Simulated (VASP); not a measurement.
# Os (Fm-3m) in VASP: notebook

The runs below take Os through single point, relaxation of cell and atoms, with PBEsol.

All numbers are computed with VASP 6.6.1; they aren't measurements. Logs are shortened: lines on timing, memory, paths and dates and some standing lists are left out, and cuts for length are marked.

**1. The cell of the first run**

The structure is cubic, space group Fm-3m (No. 225). The conventional cell has a = 3.793 Å, b = 3.793 Å, c = 3.793 Å, α = 90.00°, β = 90.00°, γ = 90.00°. Os (site symmetry m-3m) has 12 Os at 2.68 Å within 3.5 Å.

This isn't the form of Os at room conditions, which is hcp.

**2. Single point, PBEsol**

Contents of INCAR:

```
PREC     = Accurate       # precision mode
ENCUT    = 600            # plane-wave cutoff, eV
EDIFF    = 1E-6           # SCF threshold, eV
ISMEAR   = 1              # smearing method
SIGMA    = 0.05           # smearing width, eV
LREAL    = F              # projectors in reciprocal space
LASPH    = T              # aspherical terms in the spheres
NELM     = 120            # most SCF steps
ALGO     = Normal         # electronic algorithm
ISIF     = 2              # what is computed and relaxed
LWAVE    = F              # write WAVECAR
LCHARG   = T              # write CHGCAR
GGA      = PS             # functional
LELF     = T              # ELF
LVHAR    = T            
NBANDS   = 10             # bands
GGA_COMPAT= F
```

Contents of KPOINTS:

```
Automatic mesh
0
Gamma
  10 10 10
```

Contents of POSCAR:

```
Os
1.0
    0.0000000000      1.8966577195      1.8966577195
    1.8966577195      0.0000000000      1.8966577195
    1.8966577195      1.8966577195      0.0000000000
Os
1
Direct
    0.0000000000      0.0000000000      0.0000000000
```

Potentials or basis: VASP PAW PBE potentials, release 64 (Os).

Launch:

```sh
cat potpaw_PBE.64/Os/POTCAR > POTCAR
mpirun -np 1 vasp_std > vasp.out
```

OUTCAR:

```text
PREC = Accurate
   ENCUT = 600
   EDIFF = 1E-6
   ISMEAR = 1
   LREAL = F
   LASPH = T
   NELM = 120
   ISIF = 2
   GGA = PS

 ion  position               nearest neighbor table
   1  0.000  0.000  0.000-

  LATTYP: Found a face centered cubic cell.
 ALAT       =     3.7933154390

  Lattice vectors:

 A1 = (   0.0000000000,   1.8966577195,   1.8966577195)
 A2 = (   1.8966577195,   0.0000000000,   1.8966577195)
 A3 = (   1.8966577195,   1.8966577195,   0.0000000000)

Analysis of symmetry for initial positions (statically):
=====================================================================
 Subroutine PRICEL returns:
 Original cell was already a primitive cell.

 Routine SETGRP: Setting up the symmetry group for a
 face centered cubic supercell.

 Subroutine GETGRP returns: Found 48 space group operations
 (whereof 48 operations were pure point group operations)
 out of a pool of 48 trial point group operations.

The static configuration has the point symmetry O_h .

Analysis of symmetry for dynamics (positions and initial velocities):
=====================================================================
 Subroutine PRICEL returns:
 Original cell was already a primitive cell.

 Routine SETGRP: Setting up the symmetry group for a
 face centered cubic supercell.

 Subroutine GETGRP returns: Found 48 space group operations
 (whereof 48 operations were pure point group operations)
 out of a pool of 48 trial point group operations.

The dynamic configuration has the point symmetry O_h .

 Subroutine INISYM returns: Found 48 space group operations
 (whereof 48 operations are pure point group operations),
 and found     1 'primitive' translations

----------------------------------------------------------------------------------------

                                     Primitive cell

  volume of cell :      13.6457

  direct lattice vectors                    reciprocal lattice vectors
     0.000000000  1.896657720  1.896657720    -0.263621630  0.263621630  0.263621630
     1.896657720  0.000000000  1.896657720     0.263621630 -0.263621630  0.263621630
     1.896657720  1.896657720  0.000000000     0.263621630  0.263621630 -0.263621630

  length of vectors
     2.682279070  2.682279070  2.682279070     0.456606058  0.456606058  0.456606058

  position of ions in fractional coordinates (direct lattice)
     0.000000000  0.000000000  0.000000000

  ion indices of the primitive-cell ions
   primitive index   ion index
                 1           1

----------------------------------------------------------------------------------------

 KPOINTS: Automatic mesh

Automatic generation of k-mesh.
 Grid dimensions read from file:
 generate k-points for:   10   10   10

 Generating k-lattice:

  Cartesian coordinates                     Fractional coordinates (reciprocal lattice)
    -0.026362163  0.026362163  0.026362163     0.100000000  0.000000000  0.000000000
     0.026362163 -0.026362163  0.026362163     0.000000000  0.100000000  0.000000000
     0.026362163  0.026362163 -0.026362163     0.000000000  0.000000000  0.100000000

  Length of vectors
     0.045660606  0.045660606  0.045660606

  Shift w.r.t. Gamma in fractional coordinates (k-lattice)
     0.000000000  0.000000000  0.000000000

 Subroutine IBZKPT returns following result:
 ===========================================

 Found     47 irreducible k-points:

 Following reciprocal coordinates:
            Coordinates               Weight
  0.000000  0.000000  0.000000      1.000000
  0.100000  0.000000  0.000000      8.000000
  0.200000  0.000000  0.000000      8.000000
  0.300000  0.000000  0.000000      8.000000
  0.400000  0.000000  0.000000      8.000000
  0.500000  0.000000  0.000000      4.000000
[... 16 lines left out ...]
  0.300000  0.300000  0.000000      6.000000
  0.400000  0.300000  0.000000     24.000000
 [... further k-points ...]
   k-points           NKPTS =     47   k-points in BZ     NKDIM =     47   number of bands    NBANDS=     10
   number of dos      NEDOS =    301   number of ions     NIONS =      1
   total plane-waves  NPLWV =  13824
   dimension x,y,z NGX =    24 NGY =   24 NGZ =   24
   dimension x,y,z NGXF=    48 NGYF=   48 NGZF=   48
   ions per type =               1
   NGX,Y,Z   is equivalent  to a cutoff of  14.88, 14.88, 14.88 a.u.
   NGXF,Y,Z  is equivalent  to a cutoff of  29.75, 29.75, 29.75 a.u.
 SYSTEM =  unknown system
   PREC   = accura    normal or accurate (medium, high low for compatibility)
   ISTART =      0    job   : 0-new  1-cont  2-samecut
   ICHARG =      2    charge: 1-file 2-atom 10-const
   ISPIN  =      1    spin polarized calculation?
   LNONCOLLINEAR =      F non collinear calculations
   LSORBIT =      F    spin-orbit coupling
   LASPH  =      T    aspherical Exc in radial PAW
   ENCUT  =  600.0 eV  44.10 Ry    6.64 a.u.   5.36  5.36  5.36*2*pi/ulx,y,z
   NELM   =    120;   NELMIN=  2; NELMDL= -5     # of ELM steps
   EDIFF  = 0.1E-05   stopping-criterion for ELM
   LREAL  =      F    real-space projection
   EDIFFG = 0.1E-04   stopping-criterion for IOM
   NSW    =      0    number of steps for IOM
   IBRION =     -1    ionic relax: 0-MD 1-quasi-New 2-CG
   NFREE  =      0    steps in history (QN), initial steepest desc. (CG)
   ISIF   =      2    stress and relaxation
   ISYM   =      2    0-nonsym 1-usesym 2-fastsym
   POTIM  = 0.5000    time-step for ionic-motion
   TEBEG  =    0.0;   TEEND  =   0.0 temperature during run
   PSTRESS=    0.0 pullay stress
   NELECT =       8.0000    total number of electrons
   NUPDOWN=      -1.0000    fix difference up-down
   EMIN   =  10.00;   EMAX   =-10.00  energy-range for DOS
   EFERMI =   0.00;   METHOD = LEGACY
   ISMEAR =     1;   SIGMA  =   0.05  broadening in eV -4-tet -1-fermi 0-gaus
   EFERMI_NEDOS =   21; number of points for ismear=-14 and -15
   IALGO  =     38    algorithm
   IMIX   =      4    mixing-type and parameters
     AMIX     =   0.40;   BMIX     =  1.00
     AMIX_MAG =   1.60;   BMIX_MAG =  1.00
  volume/ion in A,a.u.               =      13.65        92.09
  Fermi-wavevector in a.u.,A,eV,Ry     =   1.370164  2.589234 25.542887  1.877349
  Thomas-Fermi vector in A             =   2.495975
   LORBIT       =      0    0 simple, 1 ext, 2 COOP (PROOUT), +10 PAW based schemes
   GGA     = PS    functional components
   LHFCALC =     F    Hartree Fock is set to
   AEXX    =    0.0000 exact exchange contribution
   IVDW    =     0    specifies the selected vdW correction
   LEPSILON=     F    determine dielectric tensor
   LRPA    =     F    only Hartree local field effects (RPA)
 non-spin polarized calculation
 Methfessel and Paxton  Order N= 1 SIGMA  =   0.05
  energy-cutoff  :      600.00
  volume of cell :       13.65
 maximum number of plane-waves:       469
 NGX is ok and might be reduce to    24
   NGX = 11   NGY = 11   NGZ = 11

 number of electron       8.0000001 magnetization

 Free energy of the ion-electron system (eV)
  ---------------------------------------------------
  ext. energy  EPLUGINS =         0.00000000
  ---------------------------------------------------
  free energy    TOTEN  =       -12.04772238 eV

  energy without entropy =      -12.04673315  energy(sigma->0) =      -12.04739264

 E-fermi :   9.6263     XC(G=0): -14.2922

 val. band max:        9.6195855463   @ k =   0.3000   0.1000   0.0000
 cond. band min:       9.6375364245   @ k =   0.4000   0.3000   0.1000
 fundamental gap:      0.0179508782
 Fermi energy:         9.6262759007

 k-point     1 :       0.0000    0.0000    0.0000
  band No.  band energies     occupation
      1      -1.5388      2.00000
      2       6.4396      2.00000
      3       6.4397      2.00000
      4       6.4397      2.00000
      5       9.6447      0.42002
      6       9.6447      0.42001
      7      23.7995      0.00000
      8      29.7767      0.00000
      9      29.7767      0.00000
     10      29.7767      0.00000

 k-point     2 :       0.1000    0.0000    0.0000
  band No.  band energies     occupation
      1      -1.0645      2.00000
      2       6.1617      2.00000
      3       6.6482      2.00000
      4       6.6482      2.00000
      5       9.4999      2.00204
      6       9.4999      2.00204
      7      24.6725      0.00000
      8      27.8535      0.00000
      9      30.6310      0.00000
     10      30.6310      0.00000

 k-point     3 :       0.2000    0.0000    0.0000
  band No.  band energies     occupation
      1       0.1515      2.00000
      2       5.7246      2.00000
      3       6.9616      2.00000
      4       6.9616      2.00000
      5       9.4925      2.00102
      6       9.4925      2.00102
      7      24.9459      0.00000
      8      26.9539      0.00000
      9      32.9720      0.00000
     10      32.9720      0.00000

 k-point     4 :       0.3000    0.0000    0.0000
  band No.  band energies     occupation
      1       1.2993      2.00000
      2       6.1596      2.00000
      3       6.7889      2.00000
      4       6.7889      2.00000
      5      10.3453     -0.00000
      6      10.3453     -0.00000
      7      22.7110      0.00000
      8      26.7706      0.00000
      9      34.7676      0.00000
     10      34.7696      0.00000
[... 222 lines left out ...]
 k-point    22 :      -0.2000    0.2000    0.0000
  band No.  band energies     occupation
      1       2.3985      2.00000
      2       4.9865      2.00000
      3       6.2881      2.00000
      4       8.0358      2.00000
      5       8.4235      2.00000
      6      12.4653      0.00000
      7      24.2398      0.00000
      8      28.3211      0.00000
      9      28.9111      0.00000
     10      30.8669      0.00000

 k-point    23 :       0.3000    0.3000    0.0000
  band No.  band energies     occupation
      1       2.1319      2.00000
      2       3.5195      2.00000
      3       7.5443      2.00000
      4       9.7112     -0.03717
      5       9.7112     -0.03717
      6      11.1756      0.00000
      7      27.3658      0.00000
      8      27.3658      0.00000
      9      28.5640      0.00000
     10      31.9045      0.00000

 k-point    24 :       0.4000    0.3000    0.0000
  band No.  band energies     occupation
      1       2.4018      2.00000
      2       3.2688      2.00000
      3       7.6701      2.00000
      4       9.9745     -0.00000
      5      11.7759      0.00000
      6      12.0144      0.00000
      7      23.7227      0.00000
      8      25.9024      0.00000
      9      27.4151      0.00000
     10      32.0748      0.00000

 [... further k-points ...]

------------------------ aborting loop because EDIFF is reached ----------------------------------------

  FORCE on cell =-STRESS in cart. coord.  units (eV):
  Direction    XX          YY          ZZ          XY          YZ          ZX
  --------------------------------------------------------------------------------------
  -------------------------------------------------------------------------------------
  Total        0.9463960      0.9463960      0.9463960      0.0000000      0.0000000      0.0000000
  in kB      111.1185575    111.1185575    111.1185575      0.0000000      0.0000000      0.0000000
  external PRESSURE =     111.1185575 kB  Pullay stress =       0.0000000 kB

 VOLUME and BASIS-vectors are now :
 -----------------------------------------------------------------------------
  energy-cutoff  :      600.00
  volume of cell :       13.65
      direct lattice vectors                 reciprocal lattice vectors
     0.000000000  1.896657720  1.896657720    -0.263621630  0.263621630  0.263621630
     1.896657720  0.000000000  1.896657720     0.263621630 -0.263621630  0.263621630
     1.896657720  1.896657720  0.000000000     0.263621630  0.263621630 -0.263621630

 POSITION                                       TOTAL-FORCE (eV/Angst)
 -----------------------------------------------------------------------------------
      0.00000      0.00000      0.00000         0.000000      0.000000     -0.000000
 -----------------------------------------------------------------------------------
    total drift:                                0.000000     -0.000000     -0.000000

  FREE ENERGIE OF THE ION-ELECTRON SYSTEM (eV)
  ---------------------------------------------------
  free  energy   TOTEN  =       -12.0477223788 eV

  energy  without entropy=      -12.0467331507  energy(sigma->0) =      -12.04739264
```

It took 5.4 s on 1 thread of AMD EPYC 9R45 (Zen 5), shared host; peak memory 0.11 GiB.

Results:

* Free energy: -12.0477 eV
* Pressure: 11.1 GPa
* Band gap on the k mesh: zero (bands 4 and 5 overlap by 4.18 eV)

Caveat: the cell stands under pressure; the PAW data sets were made with another functional, which shifts forces and pressure a little; spin-orbit coupling is left out, which moves the levels of the heavy elements.

**3. Single point, PBEsol**

This run uses another cell than the first one, of 13.37 Å³/atom.

Contents of INCAR:

```
SYSTEM = Os
PREC = Accurate
ENCUT = 600
EDIFF = 1E-6
ISMEAR = 1
SIGMA = 0.05
LREAL = .False.
LASPH = .True.
NELM = 120
ALGO = Normal
ISIF = 2
LWAVE = .False.
LCHARG = .True.
GGA = PS
LELF = .True.
LVHAR = .True.
NBANDS = 10
GGA_COMPAT = .False.
```

Contents of KPOINTS:

```
regular mesh
0
Gamma
  10 10 10
  0 0 0
```

Contents of POSCAR:

```
Os
1.0
    0.0000000000      1.8838913917      1.8838913917
    1.8838913917      0.0000000000      1.8838913917
    1.8838913917      1.8838913917      0.0000000000
Os
1
Direct
    0.0000000000      0.0000000000      0.0000000000
```

Potentials or basis: VASP PAW PBE potentials, release 64 (Os).

Launch:

```sh
cat potpaw_PBE.64/Os/POTCAR > POTCAR
mpirun -np 1 vasp_std > vasp.out
```

Wall time 5.2 s (1 thread of AMD EPYC 9R45 (Zen 5), shared host); peak memory 0.11 GiB.

Results (log left out):

```yaml
Free_energy: -12.0200 eV
Pressure: 21.4 GPa
Band_gap_on_the_k_mesh: zero (bands 4 and 5 overlap by 4.32 eV)
```

Levels at points of the mesh, in eV from the Fermi level:
| k point | band 1 | band 2 | band 3 | band 4 | band 5 | band 6 | band 7 | band 8 |
| --- | --- | --- | --- | --- | --- | --- | --- | --- |
| (0.00, 0.00, 0.00) | -11.35 | -3.28 | -3.28 | -3.28 | 0.02 | 0.02 | 14.15 | 20.25 |
| (0.50, 0.00, 0.00) | -8.23 | -3.46 | -3.46 | -0.31 | 2.63 | 2.63 | 9.57 | 13.70 |
| (0.50, 0.50, 0.00) | -8.18 | -7.44 | 2.40 | 2.60 | 3.37 | 3.37 | 12.52 | 12.52 |

Caveat: the cell stands under pressure; the PAW data sets were made with another functional, which shifts forces and pressure a little; spin-orbit coupling is left out, which moves the levels of the heavy elements.

[end of part 1 of 3]
